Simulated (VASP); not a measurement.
# PrBe3Si (R32) in VASP: relaxation of cell and atoms with PBE

Aim: the relaxation of cell and atoms of PrBe3Si with PBE.

Everything below comes from runs of VASP 6.6.1. Logs are shortened: lines on timing, memory, paths and dates and some standing lists are left out, and cuts for length are marked.

## (1) The cell of the first run

It takes space group R32 (No. 155, trigonal). Conventional cell: a = 4.423 Å, b = 4.423 Å, c = 11.457 Å, α = 90.00°, β = 90.00°, γ = 120.00°. Pr (site symmetry 32) has 6 Be at 2.31 Å and 6 Si at 3.19 Å within 3.2 Å. Be (site symmetry 2) has 2 Si at 1.92 to 2.50 Å and 4 Be at 2.27 Å and 2 Pr at 2.31 Å within 2.6 Å. Within 2.6 Å of Si (site symmetry 32) lie 6 Be at 1.92 to 2.50 Å.

The cell was generated, and may not be a known phase.

## (2) Relaxation of cell and atoms, PBE

Contents of INCAR:

```
  PREC = Accurate
  ENCUT = 600
  EDIFF = 1E-7
  ISMEAR = 0
  SIGMA = 0.2
  LREAL = F
  LASPH = T
  NELM = 200
  ALGO = Normal
  ISIF = 3
  LWAVE = F
  LCHARG = F
  GGA = PE
  IBRION = 2
  NSW = 36
  EDIFFG = -0.08
  GGA_COMPAT = F
  NELMIN = 4
  LMAXMIX = 6
```

Contents of KPOINTS:

```
Automatic mesh
0
Gamma
  5 5 5
```

Contents of POSCAR:

```
PrBe3Si
1.0
    2.2115863200      1.2768599600      3.8189209300
   -2.2115863200      1.2768599600      3.8189209300
    0.0000000000     -2.5537199200      3.8189209300
Pr Be Si
1 3 1
Direct
    0.5000000000      0.5000000000      0.5000000000
    0.5650416200      0.4349583800      0.0000000000
    0.0000000000      0.5650416200      0.4349583800
    0.4349583800      0.0000000000      0.5650416200
    0.0000000000      0.0000000000      0.0000000000
```

Potentials or basis: VASP PAW PBE potentials, release 64 (Pr_3, Be, Si), 4f in core.

The run is started by

```console
cat potpaw_PBE.64/Pr_3/POTCAR potpaw_PBE.64/Be/POTCAR potpaw_PBE.64/Si/POTCAR > POTCAR
mpirun -np 1 vasp_std > vasp.out
```

OUTCAR:

```text
PREC = Accurate
   ENCUT = 600
   EDIFF = 1E-7
   ISMEAR = 0
   LREAL = F
   LASPH = T
   NELM = 200
   ISIF = 3
   GGA = PE
   IBRION = 2
   NSW = 36
   EDIFFG = -0.08
   NELMIN = 4

 ion  position               nearest neighbor table
   1  0.500  0.500  0.500-   4 2.31   3 2.31   4 2.31   3 2.31   2 2.31   2 2.31   5 3.19   5 3.19
                             5 3.19   5 3.19   5 3.19   5 3.19
   2  0.565  0.435  0.000-   5 1.92   4 2.27   3 2.27   3 2.27   4 2.27   1 2.31   1 2.31   5 2.50

   3  0.000  0.565  0.435-   5 1.92   4 2.27   4 2.27   2 2.27   2 2.27   1 2.31   1 2.31   5 2.50

   4  0.435  0.000  0.565-   5 1.92   3 2.27   3 2.27   2 2.27   2 2.27   1 2.31   1 2.31   5 2.50

   5  0.000  0.000  0.000-   2 1.92   3 1.92   4 1.92   2 2.50   3 2.50   4 2.50   1 3.19   1 3.19
                             1 3.19   1 3.19   1 3.19   1 3.19

  LATTYP: Found a trigonal (rhomboedric) cell.
 ALAT       =     4.5940877743
 COS(alpha) =     0.5365112368

  Lattice vectors:

 A1 = (   2.2115863200,   1.2768599600,   3.8189209300)
 A2 = (  -2.2115863200,   1.2768599600,   3.8189209300)
 A3 = (   0.0000000000,  -2.5537199200,   3.8189209300)

Analysis of symmetry for initial positions (statically):
=====================================================================
 Subroutine PRICEL returns:
 Original cell was already a primitive cell.

 Routine SETGRP: Setting up the symmetry group for a
 trigonal (rhombohedral) supercell.

 Subroutine GETGRP returns: Found  6 space group operations
 (whereof  6 operations were pure point group operations)
 out of a pool of 12 trial point group operations.

The static configuration has the point symmetry D_3 .

Analysis of symmetry for dynamics (positions and initial velocities):
=====================================================================
 Subroutine PRICEL returns:
 Original cell was already a primitive cell.

 Routine SETGRP: Setting up the symmetry group for a
 trigonal (rhombohedral) supercell.

 Subroutine GETGRP returns: Found  6 space group operations
 (whereof  6 operations were pure point group operations)
 out of a pool of 12 trial point group operations.

The dynamic configuration has the point symmetry D_3 .

 Subroutine INISYM returns: Found  6 space group operations
 (whereof  6 operations are pure point group operations),
 and found     1 'primitive' translations

----------------------------------------------------------------------------------------

                                     Primitive cell

  volume of cell :      64.7052

  direct lattice vectors                    reciprocal lattice vectors
     2.211586320  1.276859960  3.818920930     0.226082064  0.130528540  0.087284691
    -2.211586320  1.276859960  3.818920930    -0.226082064  0.130528540  0.087284691
     0.000000000 -2.553719920  3.818920930     0.000000000 -0.261057080  0.087284691

  length of vectors
     4.594087774  4.594087774  4.594087777     0.275262451  0.275262451  0.275262450

  position of ions in fractional coordinates (direct lattice)
     0.500000000  0.500000000  0.500000000
     0.565041620  0.434958380  0.000000000
     0.000000000  0.565041620  0.434958380
     0.434958380  0.000000000  0.565041620
     0.000000000  0.000000000  0.000000000

  ion indices of the primitive-cell ions
   primitive index   ion index
                 1           1
                 2           2
                 3           3
                 4           4
                 5           5

----------------------------------------------------------------------------------------

 KPOINTS: Automatic mesh

Automatic generation of k-mesh.
 Grid dimensions read from file:
 generate k-points for:    5    5    5

 Generating k-lattice:

  Cartesian coordinates                     Fractional coordinates (reciprocal lattice)
     0.045216413  0.026105708  0.017456938     0.200000000  0.000000000  0.000000000
    -0.045216413  0.026105708  0.017456938     0.000000000  0.200000000  0.000000000
     0.000000000 -0.052211416  0.017456938     0.000000000  0.000000000  0.200000000

  Length of vectors
     0.055052490  0.055052490  0.055052490

  Shift w.r.t. Gamma in fractional coordinates (k-lattice)
     0.000000000  0.000000000  0.000000000

 Subroutine IBZKPT returns following result:
 ===========================================

 Found     19 irreducible k-points:

 Following reciprocal coordinates:
            Coordinates               Weight
  0.000000  0.000000  0.000000      1.000000
  0.200000 -0.000000  0.000000      6.000000
  0.400000  0.000000  0.000000      6.000000
  0.200000  0.200000  0.000000      6.000000
  0.400000  0.200000  0.000000     12.000000
 -0.400000  0.200000 -0.000000     12.000000
[... 11 lines left out ...]
  0.400000  0.400000  0.400000      2.000000
 -0.400000  0.400000  0.400000      6.000000
   k-points           NKPTS =     19   k-points in BZ     NKDIM =     19   number of bands    NBANDS=     14
   number of dos      NEDOS =    301   number of ions     NIONS =      5
   total plane-waves  NPLWV =  64000
   dimension x,y,z NGX =    40 NGY =   40 NGZ =   40
   dimension x,y,z NGXF=    80 NGYF=   80 NGZF=   80
   ions per type =               1   3   1
   NGX,Y,Z   is equivalent  to a cutoff of  14.47, 14.47, 14.47 a.u.
   NGXF,Y,Z  is equivalent  to a cutoff of  28.95, 28.95, 28.95 a.u.
 SYSTEM =  unknown system
   PREC   = accura    normal or accurate (medium, high low for compatibility)
   ISTART =      0    job   : 0-new  1-cont  2-samecut
   ICHARG =      2    charge: 1-file 2-atom 10-const
   ISPIN  =      1    spin polarized calculation?
   LNONCOLLINEAR =      F non collinear calculations
   LSORBIT =      F    spin-orbit coupling
   LASPH  =      T    aspherical Exc in radial PAW
   ENCUT  =  600.0 eV  44.10 Ry    6.64 a.u.   9.18  9.18  9.18*2*pi/ulx,y,z
   NELM   =    200;   NELMIN=  4; NELMDL= -5     # of ELM steps
   EDIFF  = 0.1E-06   stopping-criterion for ELM
   LREAL  =      F    real-space projection
   EDIFFG = -.8E-01   stopping-criterion for IOM
   NSW    =     36    number of steps for IOM
   IBRION =      2    ionic relax: 0-MD 1-quasi-New 2-CG
   NFREE  =      1    steps in history (QN), initial steepest desc. (CG)
   ISIF   =      3    stress and relaxation
   ISYM   =      2    0-nonsym 1-usesym 2-fastsym
   POTIM  = 0.5000    time-step for ionic-motion
   TEBEG  =    0.0;   TEEND  =   0.0 temperature during run
   PSTRESS=    0.0 pullay stress
   NELECT =      21.0000    total number of electrons
   NUPDOWN=      -1.0000    fix difference up-down
   EMIN   =  10.00;   EMAX   =-10.00  energy-range for DOS
   EFERMI =   0.00;   METHOD = LEGACY
   ISMEAR =     0;   SIGMA  =   0.20  broadening in eV -4-tet -1-fermi 0-gaus
   EFERMI_NEDOS =   21; number of points for ismear=-14 and -15
   IALGO  =     38    algorithm
   IMIX   =      4    mixing-type and parameters
     AMIX     =   0.40;   BMIX     =  1.00
     AMIX_MAG =   1.60;   BMIX_MAG =  1.00
  volume/ion in A,a.u.               =      12.94        87.33
  Fermi-wavevector in a.u.,A,eV,Ry     =   1.125041  2.126019 17.221120  1.265717
  Thomas-Fermi vector in A             =   2.261716
   LORBIT       =      0    0 simple, 1 ext, 2 COOP (PROOUT), +10 PAW based schemes
   GGA     = PE    functional components
   LHFCALC =     F    Hartree Fock is set to
   AEXX    =    0.0000 exact exchange contribution
   IVDW    =     0    specifies the selected vdW correction
   LEPSILON=     F    determine dielectric tensor
   LRPA    =     F    only Hartree local field effects (RPA)
 conjugate gradient relaxation of ions
 non-spin polarized calculation
 Gauss-broadening in eV      SIGMA  =   0.20
  energy-cutoff  :      600.00
  volume of cell :       64.71
 maximum number of plane-waves:      2178
 NGX is ok and might be reduce to    40
   NGX = 19   NGY = 19   NGZ = 19

--------------------------------------- Ionic step        1  -------------------------------------------

 number of electron      21.0000000 magnetization

 Free energy of the ion-electron system (eV)
  ---------------------------------------------------
  ext. energy  EPLUGINS =         0.00000000
  ---------------------------------------------------
  free energy    TOTEN  =       -14.78977048 eV

  energy without entropy =      -14.74685641  energy(sigma->0) =      -14.76831344

 E-fermi :   6.4681     XC(G=0): -10.6473

 val. band max:        6.4471648613   @ k =  -0.4000  -0.4000   0.2000
 cond. band min:       6.4989254299   @ k =   0.4000   0.2000   0.0000
 fundamental gap:      0.0517605687
 Fermi energy:         6.4680909860

 k-point     1 :       0.0000    0.0000    0.0000
  band No.  band energies     occupation
      1     -28.9983      2.00000
      2     -12.0713      2.00000
      3     -11.1764      2.00000
      4     -11.1764      2.00000
      5      -3.9583      2.00000
      6       2.5210      2.00000
      7       2.5210      2.00000
      8       4.2553      2.00000
      9       4.5722      2.00000
     10       5.0160      2.00000
     11       5.0160      2.00000
     12       6.7321      0.06197
     13       6.9999      0.00017
     14       6.9999      0.00017
[... 414 lines left out ...]
  FREE ENERGIE OF THE ION-ELECTRON SYSTEM (eV)
  ---------------------------------------------------
  free  energy   TOTEN  =       -18.9079842568 eV

  energy  without entropy=      -18.8371828802  energy(sigma->0) =      -18.87258357

[... ionic steps 4 to 7 ...]

--------------------------------------- Ionic step        8  -------------------------------------------

 number of electron      21.0000000 magnetization

------------------------ aborting loop because EDIFF is reached ----------------------------------------

  FORCE on cell =-STRESS in cart. coord.  units (eV):
  Direction    XX          YY          ZZ          XY          YZ          ZX
  --------------------------------------------------------------------------------------
  -------------------------------------------------------------------------------------
  Total        0.7423606      0.7423606     -0.5371290      0.0000000      0.0000000     -0.0000000
  in kB       13.8022472     13.8022472     -9.9865054      0.0000000      0.0000000     -0.0000000
  external PRESSURE =       5.8726630 kB  Pullay stress =       0.0000000 kB
[... 63 lines left out ...]
  energy  without entropy=      -20.6775295053  energy(sigma->0) =      -20.69548862

--------------------------------------- Ionic step       10  -------------------------------------------

 number of electron      21.0000000 magnetization

 Free energy of the ion-electron system (eV)
  ---------------------------------------------------
  ext. energy  EPLUGINS =         0.00000000
  ---------------------------------------------------
  free energy    TOTEN  =       -20.71982675 eV

  energy without entropy =      -20.68419756  energy(sigma->0) =      -20.70201215

 E-fermi :   4.6741     XC(G=0):  -9.5121

 val. band max:        4.6699781916   @ k =  -0.2000   0.2000   0.2000
 cond. band min:       4.7769433435   @ k =   0.4000   0.4000   0.4000
 fundamental gap:      0.1069651519
 Fermi energy:         4.6740677071

 k-point     1 :       0.0000    0.0000    0.0000
  band No.  band energies     occupation
      1     -32.1034      2.00000
      2     -14.0637      2.00000
      3     -13.9810      2.00000
      4     -13.9810      2.00000
      5      -5.9980      2.00000
      6       0.5384      2.00000
      7       0.5384      2.00000
      8       1.2044      2.00000
      9       2.3334      2.00000
     10       3.2329      2.00000
     11       4.4662      1.85849
     12       5.0886      0.00338
     13       5.0886      0.00338
     14       5.8381      0.00000
[... 336 lines left out ...]
  FREE ENERGIE OF THE ION-ELECTRON SYSTEM (eV)
  ---------------------------------------------------
  free  energy   TOTEN  =       -20.7198267452 eV

  energy  without entropy=      -20.6841975584  energy(sigma->0) =      -20.70201215

 reached required accuracy - stopping structural energy minimisation
```

It took 2.3 min on 1 thread of Intel Xeon 6975P-C (Granite Rapids), shared host; peak memory 0.26 GiB.

What came out:

```
Free energy                           : -20.7198 eV
Relaxed volume                        : 17.32 Å³/atom
Relaxed cell                          : a = 5.948 Å, b = 5.948 Å, c = 5.948 Å, α = 42.39°, β = 42.39°, γ = 42.39°
Space group after relaxing (to 0.1 Å) : R-3m (No. 166)
Energy gained by relaxing             : 1186.0 meV/atom
Ionic steps                           : 10
Pressure after relaxing               : -0.1 GPa
Largest force after relaxing          : 0.046 eV/Å
Band gap on the k mesh                : zero (an odd number of electrons rules out a gap without spin polarisation)
```

Forces on the atoms (eV/Å):
```
Pr   0.000  0.000  0.000
Be   0.046  0.000  0.000
Be  -0.023  0.040  0.000
Be  -0.023 -0.040  0.000
Si   0.000  0.000  0.000
```

Stress tensor (GPa, compression positive):
```
-0.14  0.00  0.00
 0.00 -0.14  0.00
 0.00  0.00  0.01
```

Step by step:
| step | energy change (eV) | largest force (eV/Å) | pressure (GPa) | volume (Å³) |
| --- | --- | --- | --- | --- |
| 1 | 0.0000 | 3.4489 | 37.74 | 64.71 |
| 2 | -4.1217 | 0.5038 | -4.64 | 97.20 |
| 3 | -4.1182 | 0.4390 | -5.52 | 99.18 |
| 4 | -5.3306 | 0.6462 | -6.03 | 95.58 |
| 5 | -5.8327 | 0.2850 | -1.02 | 89.85 |
| 6 | -5.8551 | 0.4652 | -3.05 | 91.37 |
| 7 | -5.8583 | 0.4435 | -2.80 | 91.15 |
| 8 | -5.9235 | 0.0205 | 0.59 | 86.17 |
| 9 | -5.9237 | 0.0409 | 0.42 | 86.39 |
| 10 | -5.9301 | 0.0459 | -0.09 | 86.58 |

Final structure:
```
Pr Be Si
1.0
     2.15034    1.24150    5.40510
    -2.15034    1.24150    5.40510
     0.00000   -2.48299    5.40510
Pr Be Si
1 3 1
Cartesian
  0.0000 0.0000 8.1077
  -0.0027 1.2415 5.4051
  -1.0738 -0.6231 5.4051
  -1.0738 0.6231 10.8102
  -2.1503 1.2415 5.4051
```

Levels at points of the mesh, in eV from the Fermi level:
```
           k point  band 9  band 10  band 11  band 12  band 13  band 14
(0.00, 0.00, 0.00)   -2.34    -1.44    -0.21     0.41     0.41     1.16
```

Caveat: the volume moved by over 15 % at a fixed basis, so the end points are rough; spin-orbit coupling is left out, which moves the levels of the heavy elements; the 4f electrons are frozen in the core, so they carry no moment and show no levels; the relaxation stopped at a loose force limit of 0.08 eV/Å, so its end isn't a converged minimum. Spin polarisation is off, so any magnetic state and its effect on volume and gap are missing.

The gap in the log of VASP goes by the Fermi energy; the results here count the filled bands.